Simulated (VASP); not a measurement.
A run of VASP 6.6.1:

Contents of INCAR:

```
SYSTEM = Sn3Te
PREC = Accurate
ENCUT = 520
EDIFF = 1E-7
ISMEAR = 1
SIGMA = 0.1
LREAL = .FALSE.
LASPH = .TRUE.
NELM = 60
ALGO = Normal
ISIF = 2
LWAVE = .FALSE.
LCHARG = .FALSE.
GGA = PE
NBANDS = 32
```

Contents of KPOINTS:

```
Automatic mesh
0
G
  5 5 5
  0 0 0
```

The input POSCAR:

```
Sn3Te
1.0
    4.8656220000      0.0000000000      0.0000000000
    0.0000000000      4.8656220000      0.0000000000
    0.0000000000      0.0000000000      4.8656220000
Sn Te
3 1
Direct
    0.4794476431      0.5000000000      0.0000000000
    0.5000000000      0.0000000000      0.5000000000
    0.0000000000      0.5000000000      0.5000000000
    0.0000000000      0.0000000000      0.0000000000
```

Potentials or basis: VASP PAW PBE potentials, release 64 (Sn_d, Te).

Launch:

```console
$ cat potpaw_PBE.64/Sn_d/POTCAR potpaw_PBE.64/Te/POTCAR > POTCAR
$ mpirun -np 1 vasp_std > vasp.out
```

Hardware: 1 thread of Intel(R) Xeon(R) Platinum 8375C CPU @ 2.90GHz (Ice Lake), on a shared host.

Q: Estimate the wall time of this run.

A: Wall time 58 s on 1 thread of Intel(R) Xeon(R) Platinum 8375C CPU @ 2.90GHz (Ice Lake), on a shared host, peak memory 0.25 GiB. Counts: scf iterations 14, k points 27.
